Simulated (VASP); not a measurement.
# Sc3BP2 (P4/mmm) in VASP: single point with PBE

Aim: the single point of Sc3BP2 with PBE.

All numbers are computed with VASP 6.6.1; they aren't measurements. Logs are shortened: lines on timing, memory, paths and dates and some standing lists are left out, and cuts for length are marked.

### Step 1. The cell of the first run

The structure is tetragonal, space group P4/mmm (No. 123). The conventional cell has a = 4.117 Å, b = 4.117 Å, c = 6.750 Å, α = 90.00°, β = 90.00°, γ = 90.00°. Sc (site symmetry 4/mmm) has 6 Sc at 2.91 to 3.38 Å within 3.8 Å. Within 2.7 Å of Sc (site symmetry 4/mmm) lie 4 P at 2.06 Å. Sc (site symmetry 4/mmm) has 4 Sc at 2.91 Å and 2 B at 3.38 Å within 3.8 Å. Within 2.7 Å of B (site symmetry 4/mmm) lie 4 P at 2.06 Å. Within 2.7 Å of P (site symmetry mmm) lie 2 Sc at 2.06 Å and 2 B at 2.06 Å.

### Step 2. Single point, PBE

File INCAR:

```
SYSTEM = Sc3BP2
PREC = Accurate
ENCUT = 520
EDIFF = 1E-7
ISMEAR = 0
SIGMA = 0.1
LREAL = .False.
LASPH = .True.
NELM = 60
ALGO = Normal
ISIF = 2
LWAVE = .False.
LCHARG = .False.
GGA = PE
NBANDS = 32
```

File KPOINTS:

```
Automatic mesh
0
Gamma
  4 4 4
  0 0 0
```

File POSCAR:

```
Sc3BP2
1.0
    4.1172500400      0.0000000000      0.0000000000
    0.0000000000      4.1172500400      0.0000000000
    0.0000000000      0.0000000000      6.7504907500
Sc B P
3 1 2
Direct
    0.0000000000      0.0000000000      0.0000000000
    0.0000000000      0.0000000000      0.5000000000
    0.5000000000      0.5000000000      0.0000000000
    0.5000000000      0.5000000000      0.5000000000
    0.0000000000      0.5000000000      0.5000000000
    0.5000000000      0.0000000000      0.5000000000
```

Potentials or basis: VASP PAW PBE potentials, release 64 (Sc_sv, B, P).

On the command line:

```
> cat potpaw_PBE.64/Sc_sv/POTCAR potpaw_PBE.64/B/POTCAR potpaw_PBE.64/P/POTCAR > POTCAR
> mpirun -np 1 vasp_std > vasp.out
```

OUTCAR:

```text
SYSTEM = Sc3BP2
   PREC = Accurate
   ENCUT = 520
   EDIFF = 1E-7
   ISMEAR = 0
   LREAL = .False.
   LASPH = .True.
   NELM = 60
   ISIF = 2
   GGA = PE

 ion  position               nearest neighbor table
   1  0.000  0.000  0.000-   3 2.91   3 2.91   3 2.91   3 2.91   2 3.38   2 3.38
   2  0.000  0.000  0.500-   5 2.06   6 2.06   5 2.06   6 2.06   1 3.38   1 3.38
   3  0.500  0.500  0.000-   1 2.91   1 2.91   1 2.91   1 2.91
   4  0.500  0.500  0.500-   5 2.06   6 2.06   6 2.06   5 2.06
   5  0.000  0.500  0.500-   2 2.06   4 2.06   2 2.06   4 2.06   6 2.91   6 2.91   6 2.91   6 2.91

   6  0.500  0.000  0.500-   2 2.06   4 2.06   4 2.06   2 2.06   5 2.91   5 2.91   5 2.91   5 2.91

  LATTYP: Found a simple tetragonal cell.
 ALAT       =     4.1172500400
 C/A-ratio  =     1.6395629812

  Lattice vectors:

 A1 = (   4.1172500400,   0.0000000000,   0.0000000000)
 A2 = (   0.0000000000,   4.1172500400,   0.0000000000)
 A3 = (   0.0000000000,   0.0000000000,   6.7504907500)

Analysis of symmetry for initial positions (statically):
=====================================================================
 Subroutine PRICEL returns:
 Original cell was already a primitive cell.

 Routine SETGRP: Setting up the symmetry group for a
 simple tetragonal supercell.

 Subroutine GETGRP returns: Found 16 space group operations
 (whereof 16 operations were pure point group operations)
 out of a pool of 16 trial point group operations.

The static configuration has the point symmetry D_4h.

Analysis of symmetry for dynamics (positions and initial velocities):
=====================================================================
 Subroutine PRICEL returns:
 Original cell was already a primitive cell.

 Routine SETGRP: Setting up the symmetry group for a
 simple tetragonal supercell.

 Subroutine GETGRP returns: Found 16 space group operations
 (whereof 16 operations were pure point group operations)
 out of a pool of 16 trial point group operations.

The dynamic configuration has the point symmetry D_4h.

 Subroutine INISYM returns: Found 16 space group operations
 (whereof 16 operations are pure point group operations),
 and found     1 'primitive' translations

----------------------------------------------------------------------------------------

                                     Primitive cell

  volume of cell :     114.4326

  direct lattice vectors                    reciprocal lattice vectors
     4.117250040  0.000000000  0.000000000     0.242880561  0.000000000  0.000000000
     0.000000000  4.117250040  0.000000000     0.000000000  0.242880561  0.000000000
     0.000000000  0.000000000  6.750490750     0.000000000  0.000000000  0.148137378

  length of vectors
     4.117250040  4.117250040  6.750490750     0.242880561  0.242880561  0.148137378

  position of ions in fractional coordinates (direct lattice)
     0.000000000  0.000000000  0.000000000
     0.000000000  0.000000000  0.500000000
     0.500000000  0.500000000  0.000000000
     0.500000000  0.500000000  0.500000000
     0.000000000  0.500000000  0.500000000
     0.500000000  0.000000000  0.500000000

  ion indices of the primitive-cell ions
   primitive index   ion index
                 1           1
                 2           2
                 3           3
                 4           4
                 5           5
                 6           6

----------------------------------------------------------------------------------------

 KPOINTS: Automatic mesh

Automatic generation of k-mesh.
 Grid dimensions read from file:
 generate k-points for:    4    4    4

 Generating k-lattice:

  Cartesian coordinates                     Fractional coordinates (reciprocal lattice)
     0.060720140  0.000000000  0.000000000     0.250000000  0.000000000  0.000000000
     0.000000000  0.060720140  0.000000000     0.000000000  0.250000000  0.000000000
     0.000000000  0.000000000  0.037034345     0.000000000  0.000000000  0.250000000

  Length of vectors
     0.060720140  0.060720140  0.037034345

  Shift w.r.t. Gamma in fractional coordinates (k-lattice)
     0.000000000  0.000000000  0.000000000

 Subroutine IBZKPT returns following result:
 ===========================================

 Found     18 irreducible k-points:

 Following reciprocal coordinates:
            Coordinates               Weight
  0.000000  0.000000  0.000000      1.000000
  0.250000  0.000000  0.000000      4.000000
  0.500000  0.000000  0.000000      2.000000
  0.250000  0.250000  0.000000      4.000000
  0.500000  0.250000  0.000000      4.000000
  0.500000  0.500000  0.000000      1.000000
[... 10 lines left out ...]
  0.500000  0.250000  0.500000      4.000000
  0.500000  0.500000  0.500000      1.000000
   k-points           NKPTS =     18   k-points in BZ     NKDIM =     18   number of bands    NBANDS=     32
   number of dos      NEDOS =    301   number of ions     NIONS =      6
   total plane-waves  NPLWV =  51200
   dimension x,y,z NGX =    32 NGY =   32 NGZ =   50
   dimension x,y,z NGXF=    64 NGYF=   64 NGZF=  100
   ions per type =               3   1   2
   NGX,Y,Z   is equivalent  to a cutoff of  12.92, 12.92, 12.31 a.u.
   NGXF,Y,Z  is equivalent  to a cutoff of  25.84, 25.84, 24.63 a.u.
 SYSTEM =  Sc3BP2
   PREC   = accura    normal or accurate (medium, high low for compatibility)
   ISTART =      0    job   : 0-new  1-cont  2-samecut
   ICHARG =      2    charge: 1-file 2-atom 10-const
   ISPIN  =      1    spin polarized calculation?
   LNONCOLLINEAR =      F non collinear calculations
   LSORBIT =      F    spin-orbit coupling
   LASPH  =      T    aspherical Exc in radial PAW
   ENCUT  =  520.0 eV  38.22 Ry    6.18 a.u.   7.66  7.66 12.55*2*pi/ulx,y,z
   NELM   =     60;   NELMIN=  2; NELMDL= -5     # of ELM steps
   EDIFF  = 0.1E-06   stopping-criterion for ELM
   LREAL  =      F    real-space projection
   EDIFFG = 0.1E-05   stopping-criterion for IOM
   NSW    =      0    number of steps for IOM
   IBRION =     -1    ionic relax: 0-MD 1-quasi-New 2-CG
   NFREE  =      0    steps in history (QN), initial steepest desc. (CG)
   ISIF   =      2    stress and relaxation
   ISYM   =      2    0-nonsym 1-usesym 2-fastsym
   POTIM  = 0.5000    time-step for ionic-motion
   TEBEG  =    0.0;   TEEND  =   0.0 temperature during run
   PSTRESS=    0.0 pullay stress
   NELECT =      46.0000    total number of electrons
   NUPDOWN=      -1.0000    fix difference up-down
   EMIN   =  10.00;   EMAX   =-10.00  energy-range for DOS
   EFERMI =   0.00;   METHOD = LEGACY
   ISMEAR =     0;   SIGMA  =   0.10  broadening in eV -4-tet -1-fermi 0-gaus
   EFERMI_NEDOS =   21; number of points for ismear=-14 and -15
   IALGO  =     38    algorithm
   IMIX   =      4    mixing-type and parameters
     AMIX     =   0.40;   BMIX     =  1.00
     AMIX_MAG =   1.60;   BMIX_MAG =  1.00
  volume/ion in A,a.u.               =      19.07       128.70
  Fermi-wavevector in a.u.,A,eV,Ry     =   1.208215  2.283195 19.861555  1.459783
  Thomas-Fermi vector in A             =   2.343829
   LORBIT       =      0    0 simple, 1 ext, 2 COOP (PROOUT), +10 PAW based schemes
   GGA     = PE    functional components
   LHFCALC =     F    Hartree Fock is set to
   AEXX    =    0.0000 exact exchange contribution
   IVDW    =     0    specifies the selected vdW correction
   LEPSILON=     F    determine dielectric tensor
   LRPA    =     F    only Hartree local field effects (RPA)
 non-spin polarized calculation
 Gauss-broadening in eV      SIGMA  =   0.10
  energy-cutoff  :      520.00
  volume of cell :      114.43
 maximum number of plane-waves:      3113
 NGX is ok and might be reduce to    32
   NGX = 15   NGY = 15   NGZ = 25

 number of electron      45.9999996 magnetization

 Free energy of the ion-electron system (eV)
  ---------------------------------------------------
  ext. energy  EPLUGINS =         0.00000000
  ---------------------------------------------------
  free energy    TOTEN  =       -25.93037289 eV

  energy without entropy =      -25.89315255  energy(sigma->0) =      -25.91176272

 E-fermi :   4.9739     XC(G=0):  -9.9629

 val. band max:        4.9599839435   @ k =   0.5000   0.5000   0.2500
 cond. band min:       4.9780713326   @ k =   0.5000   0.2500   0.5000
 fundamental gap:      0.0180873890
 Fermi energy:         4.9739329346

 k-point     1 :       0.0000    0.0000    0.0000
  band No.  band energies     occupation
      1     -44.8981      2.00000
      2     -44.7411      2.00000
      3     -42.7886      2.00000
      4     -23.6633      2.00000
      5     -23.6633      2.00000
      6     -23.6469      2.00000
[... 24 lines left out ...]
     31       7.1162      0.00000
     32       7.6748      0.00000

 k-point     2 :       0.2500    0.0000    0.0000
  band No.  band energies     occupation
      1     -44.8782      2.00000
      2     -44.7606      2.00000
      3     -42.7858      2.00000
      4     -23.6282      2.00000
      5     -23.6010      2.00000
      6     -23.5925      2.00000
[... 24 lines left out ...]
     31       7.6189      0.00000
     32       7.6534      0.00000

 k-point     3 :       0.5000    0.0000    0.0000
  band No.  band energies     occupation
      1     -44.8465      2.00000
      2     -44.7919      2.00000
      3     -42.7829      2.00000
      4     -23.5969      2.00000
      5     -23.5577      2.00000
      6     -23.4597      2.00000
[... 24 lines left out ...]
     31       6.6502      0.00000
     32       7.2290      0.00000

 k-point     4 :       0.2500    0.2500    0.0000
  band No.  band energies     occupation
      1     -44.8649      2.00000
      2     -44.7732      2.00000
      3     -42.7829      2.00000
      4     -23.7049      2.00000
      5     -23.6154      2.00000
      6     -23.5390      2.00000
[... 24 lines left out ...]
     31       6.7726      0.00000
     32       7.5983      0.00000

 k-point     5 :       0.5000    0.2500    0.0000
  band No.  band energies     occupation
      1     -44.8460      2.00000
      2     -44.7913      2.00000
      3     -42.7801      2.00000
      4     -23.6526      2.00000
      5     -23.6516      2.00000
      6     -23.5960      2.00000
[... 374 lines left out ...]
     31       6.8795      0.00000
     32       7.2657      0.00000

 k-point    16 :       0.2500    0.2500    0.5000
  band No.  band energies     occupation
      1     -44.8648      2.00000
      2     -44.7732      2.00000
      3     -42.7830      2.00000
      4     -23.7048      2.00000
      5     -23.6147      2.00000
      6     -23.5371      2.00000
[... 24 lines left out ...]
     31       7.1017      0.00000
     32       7.8939      0.00000

 k-point    17 :       0.5000    0.2500    0.5000
  band No.  band energies     occupation
      1     -44.8460      2.00000
      2     -44.7913      2.00000
      3     -42.7801      2.00000
      4     -23.6526      2.00000
      5     -23.6516      2.00000
      6     -23.5961      2.00000
[... 24 lines left out ...]
     31       7.7693      0.00000
     32       7.8233      0.00000

 k-point    18 :       0.5000    0.5000    0.5000
  band No.  band energies     occupation
      1     -44.8454      2.00000
      2     -44.7908      2.00000
      3     -42.7773      2.00000
      4     -23.7460      2.00000
      5     -23.7460      2.00000
      6     -23.5952      2.00000
[... 24 lines left out ...]
     31       7.5847      0.00000
     32       7.9301      0.00000

------------------------ aborting loop because EDIFF is reached ----------------------------------------

  FORCE on cell =-STRESS in cart. coord.  units (eV):
  Direction    XX          YY          ZZ          XY          YZ          ZX
  --------------------------------------------------------------------------------------
  -------------------------------------------------------------------------------------
  Total       32.7508008     32.7508008     -4.9663027      0.0000000      0.0000000      0.0000000
  in kB      458.5457526    458.5457526    -69.5334753      0.0000000      0.0000000      0.0000000
  external PRESSURE =     282.5193433 kB  Pullay stress =       0.0000000 kB

 VOLUME and BASIS-vectors are now :
 -----------------------------------------------------------------------------
  energy-cutoff  :      520.00
  volume of cell :      114.43
      direct lattice vectors                 reciprocal lattice vectors
     4.117250040  0.000000000  0.000000000     0.242880561  0.000000000  0.000000000
     0.000000000  4.117250040  0.000000000     0.000000000  0.242880561  0.000000000
     0.000000000  0.000000000  6.750490750     0.000000000  0.000000000  0.148137378

 POSITION                                       TOTAL-FORCE (eV/Angst)
 -----------------------------------------------------------------------------------
      0.00000      0.00000      0.00000         0.000000      0.000000      0.000000
      0.00000      0.00000      3.37525         0.000000      0.000000      0.000000
      2.05863      2.05863      0.00000         0.000000      0.000000      0.000000
      2.05863      2.05863      3.37525         0.000000      0.000000      0.000000
      0.00000      2.05863      3.37525         0.000000      0.000000      0.000000
      2.05863      0.00000      3.37525         0.000000      0.000000      0.000000
 -----------------------------------------------------------------------------------
    total drift:                                0.000000     -0.000000     -0.000000

  FREE ENERGIE OF THE ION-ELECTRON SYSTEM (eV)
  ---------------------------------------------------
  free  energy   TOTEN  =       -25.9303728932 eV

  energy  without entropy=      -25.8931525463  energy(sigma->0) =      -25.91176272
```

It took 81 s on 1 thread of AMD EPYC 7R13 (Zen 3), shared host; peak memory 0.21 GiB.

What came out:

```
Free energy            : -25.9304 eV
Pressure               : 28.3 GPa
Band gap on the k mesh : zero (band 23 reaches 5.35 eV, above the bottom of band 24 at 4.76 eV)
```

Stress tensor (GPa, compression positive):
```
45.85  0.00  0.00
 0.00 45.85  0.00
 0.00  0.00 -6.95
```

Levels at points of the mesh, in eV from the Fermi level:
```tsv
k point	band 21	band 22	band 23	band 24	band 25	band 26
(0.00, 0.00, 0.00)	-0.47	-0.38	-0.21	-0.14	0.06	0.06
(0.50, 0.00, 0.00)	-1.18	-0.10	0.37	0.83	1.24	1.27
(0.50, 0.50, 0.00)	-0.72	-0.44	0.34	0.54	0.54	0.90
(0.00, 0.00, 0.50)	-0.62	-0.36	-0.33	0.33	0.73	0.73
(0.50, 0.00, 0.50)	-0.31	-0.14	-0.04	0.42	0.87	1.04
(0.50, 0.50, 0.50)	-0.68	-0.31	-0.31	-0.19	0.74	1.32
```

Caveat: the k points lie up to 0.38 Å⁻¹ apart.
